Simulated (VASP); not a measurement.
# Sn2TeAs2 (P4/mmm) in VASP: notebook, part 2 of 2

VASP 6.6.1. Earlier steps stand in the parts before.

### 4 Relaxation of cell and atoms, PBE

This run uses another cell than the first one, of 26.80 Å³/atom.

The input, INCAR:

```
SYSTEM = Sn2TeAs2
  ALGO = Normal
  EDIFF = 1E-7
  EDIFFG = -0.04
  ENCUT = 600
  GGA = PE
  IBRION = 2
  ISIF = 3
  ISMEAR = 0
  LASPH = .True.
  LCHARG = .False.
  LREAL = .False.
  LWAVE = .False.
  NELM = 80
  NSW = 90
  PREC = Accurate
  SIGMA = 0.1
```

The input, KPOINTS:

```
k-points
0
Gamma
  4 4 4
  0 0 0
```

The input, POSCAR:

```
Sn2TeAs2
1.0
    4.6625620900      0.0000000000      0.0000000000
    0.0000000000      4.6625620900      0.0000000000
    0.0000000000      0.0000000000      6.1641365200
Sn Te As
2 1 2
Direct
    0.5000000000      0.5000000000      0.7247068300
    0.5000000000      0.5000000000      0.2752931700
    0.0000000000      0.0000000000      0.0000000000
    0.5000000000      0.0000000000      0.5000000000
    0.0000000000      0.5000000000      0.5000000000
```

Potentials or basis: VASP PAW PBE potentials, release 64 (Sn_d, Te, As).

Run with:

```bash
> cat potpaw_PBE.64/Sn_d/POTCAR potpaw_PBE.64/Te/POTCAR potpaw_PBE.64/As/POTCAR > POTCAR
> mpirun -np 1 vasp_std > vasp.out
```

OUTCAR:

```text
SYSTEM = Sn2TeAs2
   EDIFF = 1E-7
   EDIFFG = -0.04
   ENCUT = 600
   GGA = PE
   IBRION = 2
   ISIF = 3
   ISMEAR = 0
   LASPH = .True.
   LREAL = .False.
   NELM = 80
   NSW = 90
   PREC = Accurate

 ion  position               nearest neighbor table
   1  0.500  0.500  0.725-   4 2.71   5 2.71   4 2.71   5 2.71   2 2.77   2 3.39   3 3.71   3 3.71
                             3 3.71   3 3.71
   2  0.500  0.500  0.275-   4 2.71   5 2.71   4 2.71   5 2.71   1 2.77   1 3.39   3 3.71   3 3.71
                             3 3.71   3 3.71
   3  0.000  0.000  0.000-   1 3.71   2 3.71   1 3.71   2 3.71   1 3.71   2 3.71   1 3.71   2 3.71

   4  0.500  0.000  0.500-   1 2.71   2 2.71   1 2.71   2 2.71
   5  0.000  0.500  0.500-   1 2.71   2 2.71   1 2.71   2 2.71

  LATTYP: Found a simple tetragonal cell.
 ALAT       =     4.6625620900
 C/A-ratio  =     1.3220492084

  Lattice vectors:

 A1 = (   4.6625620900,   0.0000000000,   0.0000000000)
 A2 = (   0.0000000000,   4.6625620900,   0.0000000000)
 A3 = (   0.0000000000,   0.0000000000,   6.1641365200)

Analysis of symmetry for initial positions (statically):
=====================================================================
 Subroutine PRICEL returns:
 Original cell was already a primitive cell.

 Routine SETGRP: Setting up the symmetry group for a
 simple tetragonal supercell.

 Subroutine GETGRP returns: Found 16 space group operations
 (whereof 16 operations were pure point group operations)
 out of a pool of 16 trial point group operations.

The static configuration has the point symmetry D_4h.

Analysis of symmetry for dynamics (positions and initial velocities):
=====================================================================
 Subroutine PRICEL returns:
 Original cell was already a primitive cell.

 Routine SETGRP: Setting up the symmetry group for a
 simple tetragonal supercell.

 Subroutine GETGRP returns: Found 16 space group operations
 (whereof 16 operations were pure point group operations)
[... 113 lines left out ...]
   NUPDOWN=      -1.0000    fix difference up-down
   EMIN   =  10.00;   EMAX   =-10.00  energy-range for DOS
   EFERMI =   0.00;   METHOD = LEGACY
   ISMEAR =     0;   SIGMA  =   0.10  broadening in eV -4-tet -1-fermi 0-gaus
   EFERMI_NEDOS =   21; number of points for ismear=-14 and -15
   IALGO  =     38    algorithm
   IMIX   =      4    mixing-type and parameters
     AMIX     =   0.40;   BMIX     =  1.00
     AMIX_MAG =   1.60;   BMIX_MAG =  1.00
  volume/ion in A,a.u.               =      26.80       180.86
  Fermi-wavevector in a.u.,A,eV,Ry     =   1.129411  2.134277 17.355163  1.275568
  Thomas-Fermi vector in A             =   2.266104
   LORBIT       =      0    0 simple, 1 ext, 2 COOP (PROOUT), +10 PAW based schemes
   GGA     = PE    functional components
   LHFCALC =     F    Hartree Fock is set to
   AEXX    =    0.0000 exact exchange contribution
   IVDW    =     0    specifies the selected vdW correction
   LEPSILON=     F    determine dielectric tensor
   LRPA    =     F    only Hartree local field effects (RPA)
 conjugate gradient relaxation of ions
 non-spin polarized calculation
 Gauss-broadening in eV      SIGMA  =   0.10
  energy-cutoff  :      600.00
  volume of cell :      134.01
 maximum number of plane-waves:      4520
 NGX is ok and might be reduce to    40
   NGX = 19   NGY = 19   NGZ = 25

--------------------------------------- Ionic step        1  -------------------------------------------

 number of electron      44.0000000 magnetization

 Free energy of the ion-electron system (eV)
  ---------------------------------------------------
  ext. energy  EPLUGINS =         0.00000000
  ---------------------------------------------------
  free energy    TOTEN  =       -17.10799920 eV

  energy without entropy =      -17.07296012  energy(sigma->0) =      -17.09047966

------------------------ aborting loop because EDIFF is reached ----------------------------------------

  FORCE on cell =-STRESS in cart. coord.  units (eV):
  Direction    XX          YY          ZZ          XY          YZ          ZX
  --------------------------------------------------------------------------------------
  -------------------------------------------------------------------------------------
  Total        5.0424517      5.0424517      8.4332867      0.0000000      0.0000000      0.0000000
  in kB       60.2879932     60.2879932    100.8291117      0.0000000      0.0000000      0.0000000
  external PRESSURE =      73.8016993 kB  Pullay stress =       0.0000000 kB
[... 1688 lines left out ...]
     25       6.3491      2.00000
     26      10.0607      0.00000

[... ionic steps 4 to 19 ...]

--------------------------------------- Ionic step       20  -------------------------------------------

 number of electron      44.0000003 magnetization

------------------------ aborting loop because EDIFF is reached ----------------------------------------
[... 73 lines left out ...]
--------------------------------------- Ionic step       22  -------------------------------------------

 number of electron      44.0000002 magnetization

 Free energy of the ion-electron system (eV)
  ---------------------------------------------------
  ext. energy  EPLUGINS =         0.00000000
  ---------------------------------------------------
  free energy    TOTEN  =       -20.13336041 eV

  energy without entropy =      -20.12280417  energy(sigma->0) =      -20.12808229

 E-fermi :   6.5599     XC(G=0):  -9.9534

 val. band max:        6.5237809140   @ k =   0.5000   0.0000   0.5000
 cond. band min:       6.6006104986   @ k =   0.0000   0.0000   0.0000
 fundamental gap:      0.0768295846
 Fermi energy:         6.5598535781
[... 552 lines left out ...]
  FREE ENERGIE OF THE ION-ELECTRON SYSTEM (eV)
  ---------------------------------------------------
  free  energy   TOTEN  =       -20.1333604097 eV

  energy  without entropy=      -20.1228041659  energy(sigma->0) =      -20.12808229

 reached required accuracy - stopping structural energy minimisation
```

OSZICAR:

```text
N       E                     dE             d eps       ncg     rms          rms(c)
DAV:   1     0.398545502695E+03    0.39855E+03   -0.22193E+04   936   0.217E+03
DAV:   2     0.360636898887E+02   -0.36248E+03   -0.35813E+03   944   0.513E+02
DAV:   3    -0.145029669974E+02   -0.50567E+02   -0.49494E+02  1172   0.171E+02
DAV:   4    -0.171828625963E+02   -0.26799E+01   -0.25987E+01  1056   0.365E+01
[... 279 lines left out ...]
DAV:   3    -0.201334331999E+02    0.12545E-02   -0.14560E-03  1294   0.308E-01    0.629E-02
DAV:   4    -0.201333608720E+02    0.72328E-04   -0.34672E-04  1214   0.136E-01    0.219E-02
DAV:   5    -0.201333608275E+02    0.44462E-07   -0.30858E-05  1118   0.416E-02    0.114E-02
DAV:   6    -0.201333605042E+02    0.32335E-06   -0.24263E-06  1238   0.978E-03    0.311E-03
DAV:   7    -0.201333604097E+02    0.94455E-07   -0.20702E-07   724   0.290E-03
  22 F= -.20133360E+02 E0= -.20128082E+02  d E =-.190101E-02
```

Wall time 19 min (1 thread of Intel Xeon Platinum 8488C (Sapphire Rapids), shared host); peak memory 0.35 GiB.

Results:

* Free energy: -20.1334 eV
* Relaxed volume: 26.18 Å³/atom
* Relaxed cell: a = 4.007 Å, b = 4.007 Å, c = 8.152 Å, α = 90.00°, β = 90.00°, γ = 90.00°
* Space group after relaxing (to 0.1 Å): P4/mmm (No. 123)
* Pressure after relaxing: -0.1 GPa
* Largest force after relaxing: 0.024 eV/Å
* Band gap on the k mesh: zero (bands 22 and 23 overlap by 1.67 eV)

Forces on the atoms (eV/Å):
```
Sn   0.000  0.000 -0.024
Sn   0.000  0.000  0.024
Te   0.000  0.000  0.000
As   0.000  0.000  0.000
As   0.000  0.000  0.000
```

Stress tensor (GPa, compression positive):
```
-0.22  0.00  0.00
 0.00 -0.22  0.00
 0.00  0.00  0.18
```

Final structure:
```xyz
5
Lattice="4.0069 0.0000 0.0000 0.0000 4.0069 0.0000 0.0000 0.0000 8.1521" Properties=species:S:1:pos:R:3 pbc="T T T"
Sn    2.0035    2.0035    6.4237
Sn    2.0035    2.0035    1.7284
Te    0.0000    0.0000    0.0000
As    2.0035    0.0000    4.0760
As    0.0000    2.0035    4.0760
```

Caveat: a cell axis changed by over 15 % at a fixed basis, so the end point is rough; spin-orbit coupling is left out, which moves the levels of the heavy elements.

### 5 Single point, PBE

This run uses another cell than the first one, of 26.43 Å³/atom.

The input, INCAR:

```
  ALGO = Normal
  EDIFF = 1E-6
  ENCUT = 520
  GGA = PE
  ISIF = 2
  ISMEAR = 0
  LASPH = True
  LCHARG = False
  LREAL = False
  LWAVE = False
  NBANDS = 30
  NELM = 80
  PREC = Accurate
  SIGMA = 0.1
```

The input, KPOINTS:

```
k-points
0
Gamma
  10 10 6
```

The input, POSCAR:

```
Sn2TeAs2
1.0
    4.0260571348      0.0000000000      0.0000000000
    0.0000000000      4.0260571348      0.0000000000
    0.0000000000      0.0000000000      8.1528439578
Sn Te As
2 1 2
Direct
    0.5000000000      0.5000000000      0.7826326271
    0.5000000000      0.5000000000      0.2173673729
    0.0000000000      0.0000000000      0.0000000000
    0.5000000000      0.0000000000      0.5000000000
    0.0000000000      0.5000000000      0.5000000000
```

Potentials or basis: VASP PAW PBE potentials, release 64 (Sn_d, Te, As).

Run with:

```bash
> cat potpaw_PBE.64/Sn_d/POTCAR potpaw_PBE.64/Te/POTCAR potpaw_PBE.64/As/POTCAR > POTCAR
> mpirun -np 1 vasp_std > vasp.out
```

OUTCAR:

```text
EDIFF = 1E-6
   ENCUT = 520
   GGA = PE
   ISIF = 2
   ISMEAR = 0
   LASPH = True
   LREAL = False
   NELM = 80
   PREC = Accurate

 ion  position               nearest neighbor table
   1  0.500  0.500  0.783-   4 3.06   5 3.06   4 3.06   5 3.06   3 3.35   3 3.35   3 3.35   3 3.35
                             2 3.54
   2  0.500  0.500  0.217-   4 3.06   5 3.06   4 3.06   5 3.06   3 3.35   3 3.35   3 3.35   3 3.35
                             1 3.54
   3  0.000  0.000  0.000-   1 3.35   2 3.35   1 3.35   2 3.35   1 3.35   2 3.35   1 3.35   2 3.35

   4  0.500  0.000  0.500-   5 2.85   5 2.85   5 2.85   5 2.85   2 3.06   2 3.06   1 3.06   1 3.06

   5  0.000  0.500  0.500-   4 2.85   4 2.85   4 2.85   4 2.85   1 3.06   2 3.06   1 3.06   2 3.06

  LATTYP: Found a simple tetragonal cell.
 ALAT       =     4.0260571348
 C/A-ratio  =     2.0250194383

  Lattice vectors:

 A1 = (   4.0260571348,   0.0000000000,   0.0000000000)
 A2 = (   0.0000000000,   4.0260571348,   0.0000000000)
 A3 = (   0.0000000000,   0.0000000000,   8.1528439578)

Analysis of symmetry for initial positions (statically):
=====================================================================
 Subroutine PRICEL returns:
 Original cell was already a primitive cell.

 Routine SETGRP: Setting up the symmetry group for a
 simple tetragonal supercell.

 Subroutine GETGRP returns: Found 16 space group operations
 (whereof 16 operations were pure point group operations)
 out of a pool of 16 trial point group operations.

The static configuration has the point symmetry D_4h.

Analysis of symmetry for dynamics (positions and initial velocities):
=====================================================================
 Subroutine PRICEL returns:
 Original cell was already a primitive cell.

 Routine SETGRP: Setting up the symmetry group for a
 simple tetragonal supercell.

 Subroutine GETGRP returns: Found 16 space group operations
[... 130 lines left out ...]
  volume/ion in A,a.u.               =      26.43       178.36
  Fermi-wavevector in a.u.,A,eV,Ry     =   1.134670  2.144214 17.517160  1.287475
  Thomas-Fermi vector in A             =   2.271374
   LORBIT       =      0    0 simple, 1 ext, 2 COOP (PROOUT), +10 PAW based schemes
   GGA     = PE    functional components
   LHFCALC =     F    Hartree Fock is set to
   AEXX    =    0.0000 exact exchange contribution
   IVDW    =     0    specifies the selected vdW correction
   LEPSILON=     F    determine dielectric tensor
   LRPA    =     F    only Hartree local field effects (RPA)
 non-spin polarized calculation
 Gauss-broadening in eV      SIGMA  =   0.10
  energy-cutoff  :      520.00
  volume of cell :      132.15
 maximum number of plane-waves:      3598
 NGX is ok and might be reduce to    30
   NGX = 15   NGY = 15   NGZ = 31

 number of electron      44.0000026 magnetization

 Free energy of the ion-electron system (eV)
  ---------------------------------------------------
  ext. energy  EPLUGINS =         0.00000000
  ---------------------------------------------------
  free energy    TOTEN  =       -19.99043763 eV

  energy without entropy =      -19.97770755  energy(sigma->0) =      -19.98407259

 E-fermi :   6.4237     XC(G=0):  -9.9058

 val. band max:        6.4207141387   @ k =   0.4000   0.4000   0.3333
 cond. band min:       6.4298343495   @ k =   0.4000   0.0000   0.3333
 fundamental gap:      0.0091202108
 Fermi energy:         6.4236707534

 k-point     1 :       0.0000    0.0000    0.0000
  band No.  band energies     occupation
      1     -15.2410      2.00000
      2     -15.2280      2.00000
      3     -15.2256      2.00000
      4     -15.2130      2.00000
      5     -15.2130      2.00000
      6     -15.1980      2.00000
[... 781 lines left out ...]
     29      10.5970      0.00000
     30      10.6245      0.00000

 [... further k-points ...]

------------------------ aborting loop because EDIFF is reached ----------------------------------------

  FORCE on cell =-STRESS in cart. coord.  units (eV):
  Direction    XX          YY          ZZ          XY          YZ          ZX
  --------------------------------------------------------------------------------------
  -------------------------------------------------------------------------------------
  Total       -0.0312487     -0.0312487     -0.0093825      0.0000000     -0.0000000     -0.0000000
  in kB       -0.3788549     -0.3788549     -0.1137520      0.0000000     -0.0000000     -0.0000000
  external PRESSURE =      -0.2904872 kB  Pullay stress =       0.0000000 kB

 VOLUME and BASIS-vectors are now :
 -----------------------------------------------------------------------------
  energy-cutoff  :      520.00
  volume of cell :      132.15
      direct lattice vectors                 reciprocal lattice vectors
     4.026057135  0.000000000  0.000000000     0.248381969  0.000000000  0.000000000
     0.000000000  4.026057135  0.000000000     0.000000000  0.248381969  0.000000000
     0.000000000  0.000000000  8.152843958     0.000000000  0.000000000  0.122656585

 POSITION                                       TOTAL-FORCE (eV/Angst)
 -----------------------------------------------------------------------------------
      2.01303      2.01303      6.38068        -0.000000     -0.000000      0.002890
      2.01303      2.01303      1.77216         0.000000      0.000000     -0.002890
      0.00000      0.00000      0.00000         0.000000     -0.000000     -0.000000
      2.01303      0.00000      4.07642         0.000000     -0.000000     -0.000000
      0.00000      2.01303      4.07642         0.000000     -0.000000     -0.000000
 -----------------------------------------------------------------------------------
    total drift:                                0.000000      0.000000      0.000000

  FREE ENERGIE OF THE ION-ELECTRON SYSTEM (eV)
  ---------------------------------------------------
  free  energy   TOTEN  =       -19.9904376335 eV

  energy  without entropy=      -19.9777075531  energy(sigma->0) =      -19.98407259
```

stdout:

```text
POSCAR found type information on POSCAR SnTeAs
 POSCAR found :  3 types and       5 ions
 scaLAPACK will be used
 LDA part: xc-table for (Slater+PW92), standard interpolation
 POSCAR, INCAR and KPOINTS ok, starting setup
 FFT: planning ... GRIDC
 FFT: planning ... GRID_SOFT
 FFT: planning ... GRID
 WAVECAR not read
 entering main loop
```

It took 3.4 min on 1 thread of Intel Xeon Platinum 8488C (Sapphire Rapids), shared host; peak memory 0.45 GiB.

Results:

- Free energy: -19.9904 eV
- Pressure: 0.0 GPa
- Band gap on the k mesh: zero (bands 22 and 23 overlap by 1.54 eV)

Forces in eV/Å, atoms in the order of the input:
```
Sn   0.000  0.000  0.003
Sn   0.000  0.000 -0.003
Te   0.000  0.000  0.000
As   0.000  0.000  0.000
As   0.000  0.000  0.000
```

Caveat: spin-orbit coupling is left out, which moves the levels of the heavy elements.

### 6 Summary

| task | cell | k mesh | cutoff (eV) | gap on the mesh (eV) | pressure (GPa) | largest force (eV/Å) |
| --- | --- | --- | --- | --- | --- | --- |
| single point | a = 4.002, b = 4.002, c = 8.194 Å, 5 atoms, atomic positions A | 4 × 4 × 4 | 520 | none | -0.2 | 0.01 |
| single point | a = 4.663, b = 4.663, c = 6.164 Å, 5 atoms, atomic positions B | 4 × 4 × 4 | 520 | none | 7.4 | 4.08 |
| relaxation of cell and atoms | relaxed from a = 4.663, b = 4.663, c = 6.164 Å, 5 atoms, atomic positions B | 4 × 4 × 4 | 600 | none | -0.1 | 0.02 |
| single point | a = 4.026, b = 4.026, c = 8.153 Å, 5 atoms, atomic positions C | 10 × 10 × 6 | 520 | none | 0.0 | - |

Alike in all rows: level PBE; potentials or basis VASP PAW PBE potentials, release 64 (Sn_d, Te, As); no spin polarisation; smearing gaussian 0.1 eV.

Caveats: some runs use coarse meshes; spin-orbit coupling is left out, which moves the levels of the heavy elements; the cell stands under pressure (at least some runs); forces of over 1 eV/Å act on the atoms, so gaps and moduli don't describe the material at rest (at least some runs); a cell axis changed by over 15 % at a fixed basis, so the end point is rough (at least some runs).

Absolute energies hang on the potentials; compare differences alone.
